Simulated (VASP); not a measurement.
A run of VASP 6.6.1 is set up as follows.

INCAR

```
PREC = Accurate ; ENCUT = 520
EDIFF = 1E-6 ; ISMEAR = 0
SIGMA = 0.15 ; LREAL = F
LASPH = T ; NELM = 60
ALGO = Normal ; ISIF = 2
LWAVE = F ; LCHARG = T
GGA = PE ; LELF = T
LVHAR = T ; NBANDS = 12
```

The input KPOINTS:

```
regular mesh
0
Gamma
  20 20 20
```

File POSCAR:

```
Au
1.0
    0.0000000000      2.0148175000      2.1068650000
    2.0148175000      0.0000000000      2.1068650000
    2.0148175000      2.0148175000      0.0000000000
Au
1
Direct
    0.0000000000      0.0000000000      0.0000000000
```

Potentials or basis: VASP PAW PBE potentials, release 64 (Au).

Command:

```bash
$ cat potpaw_PBE.64/Au/POTCAR > POTCAR
$ mpirun -np 1 vasp_std > vasp.out
```

Problem. What does it give for the band gap on the k mesh?

Solution. Zero (an odd number of electrons rules out a gap without spin polarisation).

Problem. Predict the pressure.

Solution. 7.8 GPa.

Stress tensor (GPa, compression positive):
```
8.37 0.00 0.00
0.00 8.37 0.00
0.00 0.00 6.67
```

Caveat: the cell differs from its parent crystal (strain -0.015 along x and y, +0.030 along z); the cell stands under pressure; spin-orbit coupling is left out, which moves the levels of the heavy elements.
